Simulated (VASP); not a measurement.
# Ru (P6_3/mmc) in VASP: further runs, part 2 of 3

VASP 6.6.1. The steps go on from the part before.

## 4. Single point, PBEsol (volume 12.895 Å^3 an atom, c/a of the conventional cell 1.5810)

The input, INCAR:

```
ALGO     = Fast           # electronic algorithm
EDIFF    = 1E-6           # SCF threshold, eV
ENCUT    = 520            # plane-wave cutoff, eV
GGA      = PS             # functional
ISIF     = 2              # what is computed and relaxed
ISMEAR   = 0              # smearing method
LASPH    = True           # aspherical terms in the spheres
LCHARG   = False          # write CHGCAR
LREAL    = False          # projectors in reciprocal space
LWAVE    = False          # write WAVECAR
NBANDS   = 21             # bands
NELM     = 100            # most SCF steps
PREC     = Accurate       # precision mode
SIGMA    = 0.15           # smearing width, eV
```

The input, KPOINTS:

```
k-points
0
Gamma
  21 21 12
```

The input, POSCAR:

```
Ru
1.0
    2.6607047223      0.0000000000      0.0000000000
   -1.3303523611      2.3042378815      0.0000000000
    0.0000000000      0.0000000000      4.2065625356
Ru
2
Direct
    0.3333333333      0.6666666667      0.2500000000
    0.6666666667      0.3333333333      0.7500000000
```

Potentials or basis: VASP PAW PBE potentials, release 64 (Ru_pv).

On the command line:

```bash
$ cat potpaw_PBE.64/Ru_pv/POTCAR > POTCAR
$ mpirun -np 1 vasp_std > vasp.out
```

OUTCAR:

```text
EDIFF = 1E-6
   ENCUT = 520
   GGA = PS
   ISIF = 2
   ISMEAR = 0
   LASPH = True
   LREAL = False
   NELM = 100
   PREC = Accurate

 ion  position               nearest neighbor table
   1  0.333  0.667  0.250-   2 2.60   2 2.60   2 2.60   2 2.60   2 2.60   2 2.60
   2  0.667  0.333  0.750-   1 2.60   1 2.60   1 2.60   1 2.60   1 2.60   1 2.60

  LATTYP: Found a hexagonal cell.
 ALAT       =     2.6607047223
 C/A-ratio  =     1.5809956288

  Lattice vectors:

 A1 = (   2.6607047223,   0.0000000000,   0.0000000000)
 A2 = (  -1.3303523611,   2.3042378815,   0.0000000000)
 A3 = (   0.0000000000,   0.0000000000,   4.2065625356)

Analysis of symmetry for initial positions (statically):
=====================================================================
 Subroutine PRICEL returns:
 Original cell was already a primitive cell.

 Routine SETGRP: Setting up the symmetry group for a
 hexagonal supercell.

 Subroutine GETGRP returns: Found 24 space group operations
 (whereof 12 operations were pure point group operations)
 out of a pool of 24 trial point group operations.

The static configuration has the point symmetry D_3d.
 The point group associated with its full space group is D_6h.

Analysis of symmetry for dynamics (positions and initial velocities):
=====================================================================
 Subroutine PRICEL returns:
 Original cell was already a primitive cell.

 Routine SETGRP: Setting up the symmetry group for a
 hexagonal supercell.

 Subroutine GETGRP returns: Found 24 space group operations
 (whereof 12 operations were pure point group operations)
 out of a pool of 24 trial point group operations.

The dynamic configuration has the point symmetry D_3d.
 The point group associated with its full space group is D_6h.

 Subroutine INISYM returns: Found 24 space group operations
 (whereof 12 operations are pure point group operations),
 and found     1 'primitive' translations

[... 110 lines left out ...]
   EFERMI_NEDOS =   21; number of points for ismear=-14 and -15
   IALGO  =     68    algorithm
   IMIX   =      4    mixing-type and parameters
     AMIX     =   0.40;   BMIX     =  1.00
     AMIX_MAG =   1.60;   BMIX_MAG =  1.00
  volume/ion in A,a.u.               =      12.90        87.02
  Fermi-wavevector in a.u.,A,eV,Ry     =   1.682585  3.179625 38.519357  2.831093
  Thomas-Fermi vector in A             =   2.765938
   LORBIT       =      0    0 simple, 1 ext, 2 COOP (PROOUT), +10 PAW based schemes
   GGA     = PS    functional components
   LHFCALC =     F    Hartree Fock is set to
   AEXX    =    0.0000 exact exchange contribution
   IVDW    =     0    specifies the selected vdW correction
   LEPSILON=     F    determine dielectric tensor
   LRPA    =     F    only Hartree local field effects (RPA)
 non-spin polarized calculation
 RMM-DIIS sequential band-by-band and
 Gauss-broadening in eV      SIGMA  =   0.15
  energy-cutoff  :      520.00
  volume of cell :       25.79
 maximum number of plane-waves:       717
 NGX is ok and might be reduce to    20
   NGX =  9   NGY =  9   NGZ = 15

 number of electron      27.9999992 magnetization

 Free energy of the ion-electron system (eV)
  ---------------------------------------------------
  ext. energy  EPLUGINS =         0.00000000
  ---------------------------------------------------
  free energy    TOTEN  =       -20.31834965 eV

  energy without entropy =      -20.30012670  energy(sigma->0) =      -20.30923817

 E-fermi :  13.6787     XC(G=0): -14.6021

 val. band max:       13.6725840221   @ k =   0.2857   0.1905   0.2500
 cond. band min:      13.6788288405   @ k =   0.1905   0.0952   0.2500
 fundamental gap:      0.0062448184
 Fermi energy:        13.6786718436

 k-point     1 :       0.0000    0.0000    0.0000
  band No.  band energies     occupation
      1     -30.1503      2.00000
      2     -29.0376      2.00000
      3     -29.0376      2.00000
      4     -28.8362      2.00000
      5     -28.8362      2.00000
      6     -28.7865      2.00000
[... 565 lines left out ...]
     20      23.8867      0.00000
     21      24.2529      0.00000

 [... further k-points ...]

------------------------ aborting loop because EDIFF is reached ----------------------------------------

  FORCE on cell =-STRESS in cart. coord.  units (eV):
  Direction    XX          YY          ZZ          XY          YZ          ZX
  --------------------------------------------------------------------------------------
  -------------------------------------------------------------------------------------
  Total        1.9702248      1.9702248      1.9580791      0.0000000      0.0000000     -0.0000000
  in kB      122.3981946    122.3981946    121.6436596      0.0000000      0.0000000     -0.0000000
  external PRESSURE =     122.1466830 kB  Pullay stress =       0.0000000 kB

 VOLUME and BASIS-vectors are now :
 -----------------------------------------------------------------------------
  energy-cutoff  :      520.00
  volume of cell :       25.79
      direct lattice vectors                 reciprocal lattice vectors
     2.660704722  0.000000000  0.000000000     0.375840277  0.216991485  0.000000000
    -1.330352361  2.304237882  0.000000000     0.000000000  0.433982970  0.000000000
     0.000000000  0.000000000  4.206562536     0.000000000  0.000000000  0.237723793

 POSITION                                       TOTAL-FORCE (eV/Angst)
 -----------------------------------------------------------------------------------
     -0.00000      1.53616      1.05164         0.000000     -0.000000      0.000000
      1.33035      0.76808      3.15492        -0.000000      0.000000      0.000000
 -----------------------------------------------------------------------------------
    total drift:                               -0.000000      0.000000     -0.000000

  FREE ENERGIE OF THE ION-ELECTRON SYSTEM (eV)
  ---------------------------------------------------
  free  energy   TOTEN  =       -20.3183496490 eV

  energy  without entropy=      -20.3001266989  energy(sigma->0) =      -20.30923817
```

It took 81 s on 1 thread of Intel Xeon Platinum 8488C (Sapphire Rapids), shared host; peak memory 0.25 GiB.

Results:

* Free energy: -20.3183 eV
* Pressure: 12.2 GPa
* Band gap on the k mesh: zero (band 14 reaches 15.39 eV, above the bottom of band 15 at 11.93 eV)

Stress tensor (GPa, compression positive):
```
12.24  0.00  0.00
 0.00 12.24  0.00
 0.00  0.00 12.16
```

Caveat: the PAW data sets were made with another functional, which shifts forces and pressure a little.

## 5. Single point, PBEsol (volume 12.895 Å^3 an atom, c/a of the conventional cell 1.4828)

The input, INCAR:

```
PREC = Accurate
ENCUT = 520
EDIFF = 1E-6
ISMEAR = 0
SIGMA = 0.15
LREAL = False
LASPH = True
NELM = 80
ALGO = Fast
ISIF = 2
LWAVE = False
LCHARG = False
GGA = PS
NBANDS = 21
```

The input, KPOINTS:

```
regular mesh
0
Gamma
  21 21 12
```

The input, POSCAR:

```
Ru
1.0
    2.7181872917      0.0000000000      0.0000000000
   -1.3590936458      2.3540192469      0.0000000000
    0.0000000000      0.0000000000      4.0305281162
Ru
2
Direct
    0.3333333333      0.6666666667      0.2500000000
    0.6666666667      0.3333333333      0.7500000000
```

Potentials or basis: VASP PAW PBE potentials, release 64 (Ru_pv).

On the command line:

```bash
$ cat potpaw_PBE.64/Ru_pv/POTCAR > POTCAR
$ mpirun -np 1 vasp_std > vasp.out
```

OUTCAR:

```text
PREC = Accurate
   ENCUT = 520
   EDIFF = 1E-6
   ISMEAR = 0
   LREAL = False
   LASPH = True
   NELM = 80
   ISIF = 2
   GGA = PS

 ion  position               nearest neighbor table
   1  0.333  0.667  0.250-   2 2.55   2 2.55   2 2.55   2 2.55   2 2.55   2 2.55
   2  0.667  0.333  0.750-   1 2.55   1 2.55   1 2.55   1 2.55   1 2.55   1 2.55

  LATTYP: Found a hexagonal cell.
 ALAT       =     2.7181872917
 C/A-ratio  =     1.4828000000

  Lattice vectors:

 A1 = (   2.7181872917,   0.0000000000,   0.0000000000)
 A2 = (  -1.3590936458,   2.3540192469,   0.0000000000)
 A3 = (   0.0000000000,   0.0000000000,   4.0305281162)

Analysis of symmetry for initial positions (statically):
=====================================================================
 Subroutine PRICEL returns:
 Original cell was already a primitive cell.

 Routine SETGRP: Setting up the symmetry group for a
 hexagonal supercell.

 Subroutine GETGRP returns: Found 24 space group operations
 (whereof 12 operations were pure point group operations)
 out of a pool of 24 trial point group operations.

The static configuration has the point symmetry D_3d.
 The point group associated with its full space group is D_6h.

Analysis of symmetry for dynamics (positions and initial velocities):
=====================================================================
 Subroutine PRICEL returns:
 Original cell was already a primitive cell.

 Routine SETGRP: Setting up the symmetry group for a
 hexagonal supercell.

 Subroutine GETGRP returns: Found 24 space group operations
 (whereof 12 operations were pure point group operations)
 out of a pool of 24 trial point group operations.

The dynamic configuration has the point symmetry D_3d.
 The point group associated with its full space group is D_6h.

 Subroutine INISYM returns: Found 24 space group operations
 (whereof 12 operations are pure point group operations),
 and found     1 'primitive' translations

----------------------------------------------------------------------------------------

                                     Primitive cell

  volume of cell :      25.7900

  direct lattice vectors                    reciprocal lattice vectors
     2.718187292  0.000000000  0.000000000     0.367892236  0.212402681  0.000000000
    -1.359093646  2.354019247  0.000000000     0.000000000  0.424805363  0.000000000
     0.000000000  0.000000000  4.030528116     0.000000000  0.000000000  0.248106444

  length of vectors
     2.718187292  2.718187292  4.030528116     0.424805363  0.424805363  0.248106444

  position of ions in fractional coordinates (direct lattice)
     0.333333333  0.666666667  0.250000000
     0.666666667  0.333333333  0.750000000

  ion indices of the primitive-cell ions
   primitive index   ion index
                 1           1
                 2           2

----------------------------------------------------------------------------------------

 KPOINTS: regular mesh

Automatic generation of k-mesh.
 Grid dimensions read from file:
 generate k-points for:   21   21   12

 Generating k-lattice:

  Cartesian coordinates                     Fractional coordinates (reciprocal lattice)
     0.017518678  0.010114413  0.000000000     0.047619048 -0.000000000  0.000000000
     0.000000000  0.020228827  0.000000000     0.000000000  0.047619048  0.000000000
     0.000000000  0.000000000  0.020675537     0.000000000  0.000000000  0.083333333

  Length of vectors
     0.020228827  0.020228827  0.020675537

  Shift w.r.t. Gamma in fractional coordinates (k-lattice)
     0.000000000  0.000000000  0.000000000

 Subroutine IBZKPT returns following result:
 ===========================================

 Found    336 irreducible k-points:

 Following reciprocal coordinates:
            Coordinates               Weight
  0.000000  0.000000  0.000000      1.000000
  0.047619 -0.000000  0.000000      6.000000
  0.095238 -0.000000  0.000000      6.000000
  0.142857 -0.000000  0.000000      6.000000
  0.190476 -0.000000  0.000000      6.000000
  0.238095 -0.000000  0.000000      6.000000
[... 16 lines left out ...]
  0.142857  0.095238  0.000000     12.000000
  0.190476  0.095238  0.000000     12.000000
 [... further k-points ...]
   k-points           NKPTS =    336   k-points in BZ     NKDIM =    336   number of bands    NBANDS=     21
   number of dos      NEDOS =    301   number of ions     NIONS =      2
   total plane-waves  NPLWV =  12000
   dimension x,y,z NGX =    20 NGY =   20 NGZ =   30
   dimension x,y,z NGXF=    40 NGYF=   40 NGZF=   60
   ions per type =               2
   NGX,Y,Z   is equivalent  to a cutoff of  12.23, 12.23, 12.37 a.u.
   NGXF,Y,Z  is equivalent  to a cutoff of  24.46, 24.46, 24.75 a.u.
 SYSTEM =  unknown system
   PREC   = accura    normal or accurate (medium, high low for compatibility)
   ISTART =      0    job   : 0-new  1-cont  2-samecut
   ICHARG =      2    charge: 1-file 2-atom 10-const
   ISPIN  =      1    spin polarized calculation?
   LNONCOLLINEAR =      F non collinear calculations
   LSORBIT =      F    spin-orbit coupling
   LASPH  =      T    aspherical Exc in radial PAW
   ENCUT  =  520.0 eV  38.22 Ry    6.18 a.u.   5.05  5.05  7.49*2*pi/ulx,y,z
   NELM   =     80;   NELMIN=  2; NELMDL= -5     # of ELM steps
   EDIFF  = 0.1E-05   stopping-criterion for ELM
   LREAL  =      F    real-space projection
   EDIFFG = 0.1E-04   stopping-criterion for IOM
   NSW    =      0    number of steps for IOM
   IBRION =     -1    ionic relax: 0-MD 1-quasi-New 2-CG
   NFREE  =      0    steps in history (QN), initial steepest desc. (CG)
   ISIF   =      2    stress and relaxation
   ISYM   =      2    0-nonsym 1-usesym 2-fastsym
   POTIM  = 0.5000    time-step for ionic-motion
   TEBEG  =    0.0;   TEEND  =   0.0 temperature during run
   PSTRESS=    0.0 pullay stress
   NELECT =      28.0000    total number of electrons
   NUPDOWN=      -1.0000    fix difference up-down
   EMIN   =  10.00;   EMAX   =-10.00  energy-range for DOS
   EFERMI =   0.00;   METHOD = LEGACY
   ISMEAR =     0;   SIGMA  =   0.15  broadening in eV -4-tet -1-fermi 0-gaus
   EFERMI_NEDOS =   21; number of points for ismear=-14 and -15
   IALGO  =     68    algorithm
   IMIX   =      4    mixing-type and parameters
     AMIX     =   0.40;   BMIX     =  1.00
     AMIX_MAG =   1.60;   BMIX_MAG =  1.00
  volume/ion in A,a.u.               =      12.90        87.02
  Fermi-wavevector in a.u.,A,eV,Ry     =   1.682585  3.179625 38.519357  2.831093
  Thomas-Fermi vector in A             =   2.765938
   LORBIT       =      0    0 simple, 1 ext, 2 COOP (PROOUT), +10 PAW based schemes
   GGA     = PS    functional components
   LHFCALC =     F    Hartree Fock is set to
   AEXX    =    0.0000 exact exchange contribution
   IVDW    =     0    specifies the selected vdW correction
   LEPSILON=     F    determine dielectric tensor
   LRPA    =     F    only Hartree local field effects (RPA)
 non-spin polarized calculation
 RMM-DIIS sequential band-by-band and
 Gauss-broadening in eV      SIGMA  =   0.15
  energy-cutoff  :      520.00
  volume of cell :       25.79
 maximum number of plane-waves:       713
   NGX = 11   NGY = 11   NGZ = 15

 number of electron      28.0000013 magnetization

 Free energy of the ion-electron system (eV)
  ---------------------------------------------------
  ext. energy  EPLUGINS =         0.00000000
  ---------------------------------------------------
  free energy    TOTEN  =       -20.20187191 eV

  energy without entropy =      -20.18505118  energy(sigma->0) =      -20.19346155

 E-fermi :  13.6952     XC(G=0): -14.5946

 val. band max:       13.6935718907   @ k =   0.2381   0.0476   0.0833
 cond. band min:      13.6959433460   @ k =   0.2857   0.0000   0.3333
 fundamental gap:      0.0023714554
 Fermi energy:        13.6951540643

 k-point     1 :       0.0000    0.0000    0.0000
  band No.  band energies     occupation
      1     -30.2527      2.00000
      2     -29.1350      2.00000
      3     -29.1350      2.00000
      4     -28.8581      2.00000
      5     -28.8581      2.00000
      6     -28.7172      2.00000
[... 13 lines left out ...]
     20      25.4872      0.00000
     21      28.2773      0.00000
[... 529 lines left out ...]
 k-point    24 :       0.1905    0.0952    0.0000
  band No.  band energies     occupation
      1     -30.0122      2.00000
      2     -29.4681      2.00000
      3     -29.3547      2.00000
      4     -29.1631      2.00000
      5     -28.9221      2.00000
      6     -28.8754      2.00000
[... 13 lines left out ...]
     20      23.9005      0.00000
     21      25.1347      0.00000

 [... further k-points ...]

------------------------ aborting loop because EDIFF is reached ----------------------------------------

  FORCE on cell =-STRESS in cart. coord.  units (eV):
  Direction    XX          YY          ZZ          XY          YZ          ZX
  --------------------------------------------------------------------------------------
  -------------------------------------------------------------------------------------
  Total        0.6026830      0.6026830      5.9935709      0.0000000     -0.0000000     -0.0000000
  in kB       37.4410662     37.4410662    372.3444546      0.0000000     -0.0000000     -0.0000000
  external PRESSURE =     149.0755290 kB  Pullay stress =       0.0000000 kB

 VOLUME and BASIS-vectors are now :
 -----------------------------------------------------------------------------
  energy-cutoff  :      520.00
  volume of cell :       25.79
      direct lattice vectors                 reciprocal lattice vectors
     2.718187292  0.000000000  0.000000000     0.367892236  0.212402681  0.000000000
    -1.359093646  2.354019247  0.000000000     0.000000000  0.424805363  0.000000000
     0.000000000  0.000000000  4.030528116     0.000000000  0.000000000  0.248106444

 POSITION                                       TOTAL-FORCE (eV/Angst)
 -----------------------------------------------------------------------------------
     -0.00000      1.56935      1.00763         0.000000     -0.000000      0.000000
      1.35909      0.78467      3.02290        -0.000000      0.000000      0.000000
 -----------------------------------------------------------------------------------
    total drift:                               -0.000000      0.000000     -0.000000

  FREE ENERGIE OF THE ION-ELECTRON SYSTEM (eV)
  ---------------------------------------------------
  free  energy   TOTEN  =       -20.2018719107 eV

  energy  without entropy=      -20.1850511808  energy(sigma->0) =      -20.19346155
```

It took 81 s on 1 thread of Intel Xeon Platinum 8488C (Sapphire Rapids), shared host; peak memory 0.24 GiB.

Results:

- Free energy: -20.2019 eV
- Pressure: 14.9 GPa
- Band gap on the k mesh: zero (band 14 reaches 15.11 eV, above the bottom of band 15 at 11.70 eV)

Levels at points of the mesh, in eV from the Fermi level:
| k point | band 11 | band 12 | band 13 | band 14 | band 15 | band 16 | band 17 | band 18 |
| --- | --- | --- | --- | --- | --- | --- | --- | --- |
| (0.00, 0.00, 0.00) | -2.06 | -2.06 | -2.02 | -2.02 | -1.99 | 1.25 | 1.25 | 2.11 |
| (0.00, 0.00, 0.50) | -3.31 | -3.31 | -2.54 | -2.54 | 0.68 | 0.68 | 0.68 | 0.68 |

Caveat: the PAW data sets were made with another functional, which shifts forces and pressure a little.

(Part 2 of 3 ends here.)
